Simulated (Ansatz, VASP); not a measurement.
ZnS: VASP beside Ansatz

File INCAR:

```
SYSTEM = ZnS
PREC = Accurate
ENCUT = 520
EDIFF = 1E-6
ISMEAR = 0
SIGMA = 0.01
LREAL = .FALSE.
LASPH = .TRUE.
NELM = 80
ALGO = Normal
ISIF = 2
LWAVE = .FALSE.
LCHARG = .TRUE.
GGA = CA
LELF = .TRUE.
LVHAR = .TRUE.
NBANDS = 16
```

The input KPOINTS:

```
regular mesh
0
G
  8 8 8
  0 0 0
```

Contents of POSCAR:

```
ZnS
1.0
    0.0000000000      2.6617114720      2.6617114720
    2.6617114720      0.0000000000      2.6617114720
    2.6617114720      2.6617114720      0.0000000000
Zn S
1 1
Direct
    0.7500000000      0.7500000000      0.7500000000
    0.0000000000      0.0000000000      0.0000000000
```

Input for Ansatz:

```yaml
crystal:
  lattice:
    - [0.0, 2.66171147202, 2.66171147202]
    - [2.66171147202, 0.0, 2.66171147202]
    - [2.66171147202, 2.66171147202, 0.0]
  atoms:
    - { symbol: Zn, position: [0.75, 0.75, 0.75] }
    - { symbol: S, position: [0.0, 0.0, 0.0] }
kpoints:
  mp_grid: { grid: [8, 8, 8] }
scf:
  occupations: { method: fixed }
  convergence: { dr2_threshold: 1.0e-10 }
hamiltonian:
  xc: lda
  pseudopotentials: { kind: all_electron, lapw: { basis_error: 0.0005 } }
output:
  forces: true
  stress: true
  eigenstates:
    kpoints:
      - [0.0, 0.0, 0.0]
      - [0.5, 0.5, 0.0]
      - [0.5, 0.0, 0.5]
      - [0.0, 0.5, 0.5]
      - [0.0, 0.5, 0.0]
      - [0.5, 0.0, 0.0]
      - [0.0, 0.0, 0.5]
      - [0.5, 0.5, 0.5]
  eigenvalues: true
```

Alike in both runs: task single point; functional LDA; k mesh 8 × 8 × 8; no spin polarisation.

```csv
,VASP,Ansatz
version,VASP 6.6.1,Ansatz 0.2.0
potentials or method,"VASP PAW LDA potentials, release 64 (Zn, S), cutoff 520 eV","all-electron LAPW, scalar-relativistic"
occupations,"gaussian, width 0.01 eV",fixed
```

|  | VASP | Ansatz | Ansatz less VASP |
| --- | --- | --- | --- |
| gap on the k mesh at the Fermi level (eV) | 2.09 | 2.06 | -0.032 |
| pressure (GPa) | -1.0 | -1.2 | -0.21 |

LDA's correlation is that of Perdew and Zunger in VASP and of Perdew and Wang (1992) in Ansatz. Ansatz ran all-electron here, and VASP with PAW potentials.
